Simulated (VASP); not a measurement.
CaS2:

```
Ca S
1.0
     2.00925    1.16004    5.72697
    -2.00925    1.16004    5.72697
     0.00000   -2.32008    5.72697
Ca S
1 2
Direct
  0.00000 0.00000 0.00000
  0.76301 0.76301 0.76301
  0.23699 0.23699 0.23699
```

* Program: VASP 6.6.1
* Task: relaxation of cell and atoms
* Functional: PBE
* Dispersion: D3(BJ)
* Potentials or basis: VASP PAW PBE potentials, release 64 (Ca_sv, S)
* Cutoff: 600 eV
* k mesh: 6 × 6 × 6
* Occupations: gaussian, width 0.1 eV
* Spin: no spin polarisation

At the start: pressure -4.1 GPa; volume 26.70 Å³/atom.

Question: Where does the relaxation end?

Answer: Over 17 steps the energy falls by 329.6 meV/atom and the volume is 23.06 Å³/atom (-13.6 %); space group R-3m (No. 166, to 0.1 Å) before, Fm-3m (No. 225, to 0.1 Å).

The path:
```
step  energy change (eV)  largest force (eV/Å)  pressure (GPa)  volume (Å³)
   1              0.0000                0.0595           -4.10        80.09
   2             -0.3035                0.3321           -0.89        72.33
   3             -0.4157                0.5705            2.57        67.10
   4             -0.4269                0.6544            4.38        65.02
   5             -0.6024                0.2913            4.47        64.19
   6             -0.7152                0.3643            6.32        62.08
   7             -0.8640                0.4070            0.88        67.75
   8             -0.8747                0.3963           -0.93        70.32
   9             -0.8750                0.3986           -0.72        69.99
  10             -0.8976                0.3643           -0.69        70.00
  11             -0.9504                0.2562           -0.59        69.96
  12             -0.9840                0.1191           -0.18        69.50
  13             -0.9850                0.1247           -0.25        69.59
  14             -0.9884                0.0081            0.31        68.77
  15             -0.9885                0.0250            0.23        68.88
  16             -0.9886                0.0119           -0.18        69.47
  17             -0.9888                0.0053            0.00        69.19
```

Final structure:
```
Ca S
1.0
     2.30030    1.32808    3.77451
    -2.30030    1.32808    3.77451
     0.00000   -2.65616    3.77451
Ca S
1 2
Cartesian
  0.0000 0.0000 0.0000
  0.0000 0.0000 8.4975
  0.0000 0.0000 2.8260
```

Caveat: a cell axis changed by over 15 % at a fixed basis, so the end point is rough.
